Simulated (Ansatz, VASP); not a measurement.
## CdSe: VASP beside Ansatz

File INCAR:

```
  PREC = Accurate
  ENCUT = 520
  EDIFF = 1E-6
  ISMEAR = 0
  SIGMA = 0.01
  LREAL = F
  LASPH = T
  NELM = 80
  ALGO = Normal
  ISIF = 2
  LWAVE = F
  LCHARG = F
  GGA = PS
  NBANDS = 26
```

File KPOINTS:

```
regular mesh
0
Gamma
  6 6 4
```

File POSCAR:

```
CdSe
1.0
    4.3009830028      0.0000000000      0.0000000000
   -2.1504915014      3.7247605417      0.0000000000
    0.0000000000      0.0000000000      7.0225479905
Cd Se
2 2
Direct
    0.3333333333      0.6666666667      0.0047026406
    0.6666666667      0.3333333333      0.5047026406
    0.3333333333      0.6666666667      0.3802973594
    0.6666666667      0.3333333333      0.8802973594
```

Input for Ansatz:

```yaml
crystal:
  lattice:
    - [4.30098300279, 0.0, 0.0]
    - [-2.1504915014, 3.72476054166, 0.0]
    - [0.0, 0.0, 7.02254799053]
  atoms:
    - { symbol: Cd, position: [0.333333333333, 0.666666666667, 0.004702640555] }
    - { symbol: Cd, position: [0.666666666667, 0.333333333333, 0.504702640555] }
    - { symbol: Se, position: [0.333333333333, 0.666666666667, 0.380297359445] }
    - { symbol: Se, position: [0.666666666667, 0.333333333333, 0.880297359445] }
kpoints:
  mp_grid: { grid: [6, 6, 4] }
scf:
  occupations: { method: fixed }
  convergence: { dr2_threshold: 1.0e-10 }
hamiltonian:
  xc: pbesol
  pseudopotentials: { kind: all_electron, lapw: { basis_error: 0.0005 } }
output:
  forces: true
  stress: true
  eigenstates:
    kpoints:
      - [0.0, 0.0, 0.0]
      - [0.0, 0.0, -0.5]
      - [-0.5, 0.0, 0.0]
      - [-0.5, 0.5, 0.0]
      - [0.0, -0.5, 0.0]
      - [-0.5, 0.0, -0.5]
      - [-0.5, 0.5, -0.5]
      - [0.0, -0.5, -0.5]
  eigenvalues: true
```

Change from the starting cell: unstrained.

Alike in both runs: task single point; functional PBEsol; k mesh 6 × 6 × 4; no spin polarisation.

|  | VASP | Ansatz |
| --- | --- | --- |
| version | VASP 6.6.1 | Ansatz 0.2.0 |
| potentials or method | VASP PAW PBE potentials, release 64 (Cd, Se), cutoff 520 eV | all-electron LAPW, scalar-relativistic |
| occupations | gaussian, width 0.01 eV | fixed |

VASP gave:

- gap on the k mesh at the Fermi level (eV): 0.54
- pressure (GPa): 0.4

Task: What did Ansatz give for the same quantities?

Result: gap on the k mesh at the Fermi level (eV): 0.54; pressure (GPa): 0.0.

VASP's potentials were made for PBE, not for PBEsol. Ansatz ran all-electron here, and VASP with PAW potentials.
